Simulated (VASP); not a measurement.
# Ru (P6_3/mmc) in VASP: notebook

Ru is run at these levels: PBEsol; tasks: single point.

All numbers are computed with VASP 6.6.1; they aren't measurements. Logs are shortened: lines on timing, memory, paths and dates and some standing lists are left out, and cuts for length are marked.

**1. The cell of the first run**

It takes space group P6_3/mmc (No. 194, hexagonal). Conventional cell: a = 2.704 Å, b = 2.704 Å, c = 4.275 Å, α = 90.00°, β = 90.00°, γ = 120.00°. Ru (site symmetry -6m2) has 12 Ru at 2.65 to 2.70 Å within 3.5 Å.

**2. Single point, PBEsol (volume 13.534 Å^3 an atom, c/a of the conventional cell 1.5810)**

File INCAR:

```
SYSTEM = Ru
ALGO = Fast ; EDIFF = 1E-6
ENCUT = 520 ; GGA = PS
ISIF = 2 ; ISMEAR = 0
LASPH = .TRUE. ; LCHARG = .TRUE.
LELF = .TRUE. ; LREAL = .FALSE.
LVHAR = .TRUE. ; LWAVE = .FALSE.
NBANDS = 21 ; NELM = 80
PREC = Accurate ; SIGMA = 0.15
```

File KPOINTS:

```
k-points
0
G
  21 21 12
  0 0 0
```

File POSCAR:

```
Ru
1.0
    2.7039477111      0.0000000000      0.0000000000
   -1.3519738555      2.3416874084      0.0000000000
    0.0000000000      0.0000000000      4.2749295119
Ru
2
Direct
    0.3333333333      0.6666666667      0.2500000000
    0.6666666667      0.3333333333      0.7500000000
```

Potentials or basis: VASP PAW PBE potentials, release 64 (Ru_pv).

The run is started by

```bash
cat potpaw_PBE.64/Ru_pv/POTCAR > POTCAR
mpirun -np 1 vasp_std > vasp.out
```

OUTCAR:

```text
SYSTEM = Ru
   EDIFF = 1E-6
   ENCUT = 520
   GGA = PS
   ISIF = 2
   ISMEAR = 0
   LASPH = .TRUE.
   LREAL = .FALSE.
   NELM = 80
   PREC = Accurate

 ion  position               nearest neighbor table
   1  0.333  0.667  0.250-   2 2.65   2 2.65   2 2.65   2 2.65   2 2.65   2 2.65
   2  0.667  0.333  0.750-   1 2.65   1 2.65   1 2.65   1 2.65   1 2.65   1 2.65

  LATTYP: Found a hexagonal cell.
 ALAT       =     2.7039477111
 C/A-ratio  =     1.5809956289

  Lattice vectors:

 A1 = (   2.7039477111,   0.0000000000,   0.0000000000)
 A2 = (  -1.3519738555,   2.3416874084,   0.0000000000)
 A3 = (   0.0000000000,   0.0000000000,   4.2749295119)

Analysis of symmetry for initial positions (statically):
=====================================================================
 Subroutine PRICEL returns:
 Original cell was already a primitive cell.

 Routine SETGRP: Setting up the symmetry group for a
 hexagonal supercell.

 Subroutine GETGRP returns: Found 24 space group operations
 (whereof 12 operations were pure point group operations)
 out of a pool of 24 trial point group operations.

The static configuration has the point symmetry D_3d.
 The point group associated with its full space group is D_6h.

Analysis of symmetry for dynamics (positions and initial velocities):
=====================================================================
 Subroutine PRICEL returns:
 Original cell was already a primitive cell.

 Routine SETGRP: Setting up the symmetry group for a
 hexagonal supercell.

 Subroutine GETGRP returns: Found 24 space group operations
 (whereof 12 operations were pure point group operations)
 out of a pool of 24 trial point group operations.

The dynamic configuration has the point symmetry D_3d.
 The point group associated with its full space group is D_6h.

 Subroutine INISYM returns: Found 24 space group operations
 (whereof 12 operations are pure point group operations),
 and found     1 'primitive' translations

----------------------------------------------------------------------------------------

                                     Primitive cell

  volume of cell :      27.0680

  direct lattice vectors                    reciprocal lattice vectors
     2.703947711  0.000000000  0.000000000     0.369829637  0.213521240  0.000000000
    -1.351973856  2.341687408  0.000000000     0.000000000  0.427042481  0.000000000
     0.000000000  0.000000000  4.274929512     0.000000000  0.000000000  0.233921986

  length of vectors
     2.703947711  2.703947711  4.274929512     0.427042481  0.427042481  0.233921986

  position of ions in fractional coordinates (direct lattice)
     0.333333333  0.666666667  0.250000000
     0.666666667  0.333333333  0.750000000

  ion indices of the primitive-cell ions
   primitive index   ion index
                 1           1
                 2           2

----------------------------------------------------------------------------------------

 KPOINTS: k-points

Automatic generation of k-mesh.
 Grid dimensions read from file:
 generate k-points for:   21   21   12

 Generating k-lattice:

  Cartesian coordinates                     Fractional coordinates (reciprocal lattice)
     0.017610935  0.010167678  0.000000000     0.047619048  0.000000000  0.000000000
     0.000000000  0.020335356  0.000000000     0.000000000  0.047619048  0.000000000
     0.000000000  0.000000000  0.019493499     0.000000000  0.000000000  0.083333333

  Length of vectors
     0.020335356  0.020335356  0.019493499

  Shift w.r.t. Gamma in fractional coordinates (k-lattice)
     0.000000000  0.000000000  0.000000000

 Subroutine IBZKPT returns following result:
 ===========================================

 Found    336 irreducible k-points:

 Following reciprocal coordinates:
            Coordinates               Weight
  0.000000  0.000000  0.000000      1.000000
  0.047619  0.000000  0.000000      6.000000
  0.095238 -0.000000  0.000000      6.000000
  0.142857  0.000000  0.000000      6.000000
  0.190476 -0.000000  0.000000      6.000000
  0.238095 -0.000000  0.000000      6.000000
[... 16 lines left out ...]
  0.142857  0.095238  0.000000     12.000000
  0.190476  0.095238  0.000000     12.000000
 [... further k-points ...]
   k-points           NKPTS =    336   k-points in BZ     NKDIM =    336   number of bands    NBANDS=     21
   number of dos      NEDOS =    301   number of ions     NIONS =      2
   total plane-waves  NPLWV =  12800
   dimension x,y,z NGX =    20 NGY =   20 NGZ =   32
   dimension x,y,z NGXF=    40 NGYF=   40 NGZF=   64
   ions per type =               2
   NGX,Y,Z   is equivalent  to a cutoff of  12.30, 12.30, 12.44 a.u.
   NGXF,Y,Z  is equivalent  to a cutoff of  24.59, 24.59, 24.89 a.u.
 SYSTEM =  Ru
   PREC   = accura    normal or accurate (medium, high low for compatibility)
   ISTART =      0    job   : 0-new  1-cont  2-samecut
   ICHARG =      2    charge: 1-file 2-atom 10-const
   ISPIN  =      1    spin polarized calculation?
   LNONCOLLINEAR =      F non collinear calculations
   LSORBIT =      F    spin-orbit coupling
   LASPH  =      T    aspherical Exc in radial PAW
   ENCUT  =  520.0 eV  38.22 Ry    6.18 a.u.   5.03  5.03  7.95*2*pi/ulx,y,z
   NELM   =     80;   NELMIN=  2; NELMDL= -5     # of ELM steps
   EDIFF  = 0.1E-05   stopping-criterion for ELM
   LREAL  =      F    real-space projection
   EDIFFG = 0.1E-04   stopping-criterion for IOM
   NSW    =      0    number of steps for IOM
   IBRION =     -1    ionic relax: 0-MD 1-quasi-New 2-CG
   NFREE  =      0    steps in history (QN), initial steepest desc. (CG)
   ISIF   =      2    stress and relaxation
   ISYM   =      2    0-nonsym 1-usesym 2-fastsym
   POTIM  = 0.5000    time-step for ionic-motion
   TEBEG  =    0.0;   TEEND  =   0.0 temperature during run
   PSTRESS=    0.0 pullay stress
   NELECT =      28.0000    total number of electrons
   NUPDOWN=      -1.0000    fix difference up-down
   EMIN   =  10.00;   EMAX   =-10.00  energy-range for DOS
   EFERMI =   0.00;   METHOD = LEGACY
   ISMEAR =     0;   SIGMA  =   0.15  broadening in eV -4-tet -1-fermi 0-gaus
   EFERMI_NEDOS =   21; number of points for ismear=-14 and -15
   IALGO  =     68    algorithm
   IMIX   =      4    mixing-type and parameters
     AMIX     =   0.40;   BMIX     =  1.00
     AMIX_MAG =   1.60;   BMIX_MAG =  1.00
  volume/ion in A,a.u.               =      13.53        91.33
  Fermi-wavevector in a.u.,A,eV,Ry     =   1.655676  3.128775 37.297165  2.741264
  Thomas-Fermi vector in A             =   2.743732
   LORBIT       =      0    0 simple, 1 ext, 2 COOP (PROOUT), +10 PAW based schemes
   GGA     = PS    functional components
   LHFCALC =     F    Hartree Fock is set to
   AEXX    =    0.0000 exact exchange contribution
   IVDW    =     0    specifies the selected vdW correction
   LEPSILON=     F    determine dielectric tensor
   LRPA    =     F    only Hartree local field effects (RPA)
 non-spin polarized calculation
 RMM-DIIS sequential band-by-band and
 Gauss-broadening in eV      SIGMA  =   0.15
  energy-cutoff  :      520.00
  volume of cell :       27.07
 maximum number of plane-waves:       746
 NGX is ok and might be reduce to    20
   NGX =  9   NGY =  9   NGZ = 15

 number of electron      28.0000006 magnetization

 Free energy of the ion-electron system (eV)
  ---------------------------------------------------
  ext. energy  EPLUGINS =         0.00000000
  ---------------------------------------------------
  free energy    TOTEN  =       -20.34337723 eV

  energy without entropy =      -20.32392501  energy(sigma->0) =      -20.33365112

 E-fermi :  12.7685     XC(G=0): -14.3004

 val. band max:       12.7677663019   @ k =   0.1905   0.0952   0.2500
 cond. band min:      12.7690883809   @ k =   0.2381   0.0476   0.0000
 fundamental gap:      0.0013220789
 Fermi energy:        12.7685172449

 k-point     1 :       0.0000    0.0000    0.0000
  band No.  band energies     occupation
      1     -30.8591      2.00000
      2     -29.9093      2.00000
      3     -29.9093      2.00000
      4     -29.7357      2.00000
      5     -29.7357      2.00000
      6     -29.6944      2.00000
[... 13 lines left out ...]
     20      23.0315      0.00000
     21      23.1711      0.00000

 k-point     2 :       0.0476    0.0000    0.0000
  band No.  band energies     occupation
      1     -30.8512      2.00000
      2     -29.9262      2.00000
      3     -29.9151      2.00000
      4     -29.7534      2.00000
      5     -29.7380      2.00000
      6     -29.6981      2.00000
[... 13 lines left out ...]
     20      23.0314      0.00000
     21      23.1633      0.00000

 k-point     3 :       0.0952   -0.0000    0.0000
  band No.  band energies     occupation
      1     -30.8278      2.00000
      2     -29.9752      2.00000
      3     -29.9315      2.00000
      4     -29.8044      2.00000
      5     -29.7448      2.00000
      6     -29.7091      2.00000
[... 13 lines left out ...]
     20      23.0317      0.00000
     21      23.1409      0.00000

 k-point     4 :       0.1429    0.0000    0.0000
  band No.  band energies     occupation
      1     -30.7901      2.00000
      2     -30.0521      2.00000
      3     -29.9568      2.00000
      4     -29.8832      2.00000
      5     -29.7559      2.00000
      6     -29.7275      2.00000
[... 13 lines left out ...]
     20      23.0314      0.00000
     21      23.1100      0.00000

 k-point     5 :       0.1905   -0.0000    0.0000
  band No.  band energies     occupation
      1     -30.7396      2.00000
      2     -30.1500      2.00000
      3     -29.9881      2.00000
      4     -29.9817      2.00000
      5     -29.7707      2.00000
      6     -29.7532      2.00000
[... 13 lines left out ...]
     20      23.0312      0.00000
     21      23.0826      0.00000
[... 382 lines left out ...]
     20      24.8127      0.00000
     21      25.4373      0.00000

 k-point    22 :       0.0952    0.0952    0.0000
  band No.  band energies     occupation
      1     -30.7681      2.00000
      2     -30.0803      2.00000
      3     -30.0086      2.00000
      4     -29.8941      2.00000
      5     -29.7731      2.00000
      6     -29.7385      2.00000
[... 13 lines left out ...]
     20      23.0313      0.00000
     21      23.0977      0.00000

 k-point    23 :       0.1429    0.0952    0.0000
  band No.  band energies     occupation
      1     -30.7186      2.00000
      2     -30.1628      2.00000
      3     -30.0833      2.00000
      4     -29.9458      2.00000
      5     -29.7955      2.00000
      6     -29.7643      2.00000
[... 13 lines left out ...]
     20      23.0312      0.00000
     21      23.0782      0.00000

 k-point    24 :       0.1905    0.0952    0.0000
  band No.  band energies     occupation
      1     -30.6590      2.00000
      2     -30.2622      2.00000
      3     -30.1646      2.00000
      4     -29.9998      2.00000
      5     -29.8188      2.00000
      6     -29.7972      2.00000
[... 13 lines left out ...]
     20      23.0310      0.00000
     21      23.0654      0.00000

 [... further k-points ...]

------------------------ aborting loop because EDIFF is reached ----------------------------------------

  FORCE on cell =-STRESS in cart. coord.  units (eV):
  Direction    XX          YY          ZZ          XY          YZ          ZX
  --------------------------------------------------------------------------------------
  -------------------------------------------------------------------------------------
  Total       -0.8451559     -0.8451559     -1.0263238     -0.0000000      0.0000000      0.0000000
  in kB      -50.0254752    -50.0254753    -60.7489550     -0.0000000      0.0000000      0.0000000
  external PRESSURE =     -53.5999685 kB  Pullay stress =       0.0000000 kB

 VOLUME and BASIS-vectors are now :
 -----------------------------------------------------------------------------
  energy-cutoff  :      520.00
  volume of cell :       27.07
      direct lattice vectors                 reciprocal lattice vectors
     2.703947711  0.000000000  0.000000000     0.369829637  0.213521240  0.000000000
    -1.351973856  2.341687408  0.000000000     0.000000000  0.427042481  0.000000000
     0.000000000  0.000000000  4.274929512     0.000000000  0.000000000  0.233921986

 POSITION                                       TOTAL-FORCE (eV/Angst)
 -----------------------------------------------------------------------------------
     -0.00000      1.56112      1.06873         0.000000      0.000000      0.000000
      1.35197      0.78056      3.20620        -0.000000     -0.000000      0.000000
 -----------------------------------------------------------------------------------
    total drift:                                0.000000     -0.000000      0.000000

  FREE ENERGIE OF THE ION-ELECTRON SYSTEM (eV)
  ---------------------------------------------------
  free  energy   TOTEN  =       -20.3433772251 eV

  energy  without entropy=      -20.3239250104  energy(sigma->0) =      -20.33365112
```

It took 2.5 min on 1 thread of AMD EPYC 7R43 (Zen 3), shared host; peak memory 0.21 GiB.

Results:

* Free energy: -20.3434 eV
* Pressure: -5.4 GPa
* Band gap on the k mesh: zero (band 14 reaches 14.35 eV, above the bottom of band 15 at 11.14 eV)

Caveat: the PAW data sets were made with another functional, which shifts forces and pressure a little.

(Part 1 of 3 ends here.)
